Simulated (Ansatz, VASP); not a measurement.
# One calculation of TiO2, two programs

```xyz
3
Lattice="1.4873 0.8587 4.8550 -1.4873 0.8587 4.8550 0.0000 -1.7174 4.8550" Properties=species:S:1:pos:R:3 pbc="T T T"
Ti    0.0000    0.0000    0.0000
O     0.0000    0.0000    8.7424
O     0.0000    0.0000    5.8225
```

Alike in both runs: functional PBE; dispersion D3(BJ); k mesh 6 × 6 × 6; occupations gaussian, width 0.1 eV; collinear spin.

Ansatz relaxed the structure, and its values are those at the end. VASP's run is a single point on that final structure, the one shown.

|  | VASP | Ansatz |
| --- | --- | --- |
| version | VASP 6.6.1 | Ansatz 0.2.0 |
| potentials or method | VASP PAW PBE potentials, release 64 (Ti_sv, O), cutoff 520 eV | scalar-relativistic, plane waves, PAW |
| valence electrons in the cell | 24 | 24 |

```tsv
	VASP	Ansatz	Ansatz less VASP
gap on the k mesh at the Fermi level (eV)	2.47	2.50	+0.027
least direct gap on the mesh (eV)	2.78	2.80	+0.021
pressure (GPa)	0.4	-0.3	-0.66
rms of the force components (eV/Å)	0.018	0.011	-0.0071
net moment per atom (μB)	0.00	0.00	0.000
```

Ansatz's warnings: seeded moment not kept.
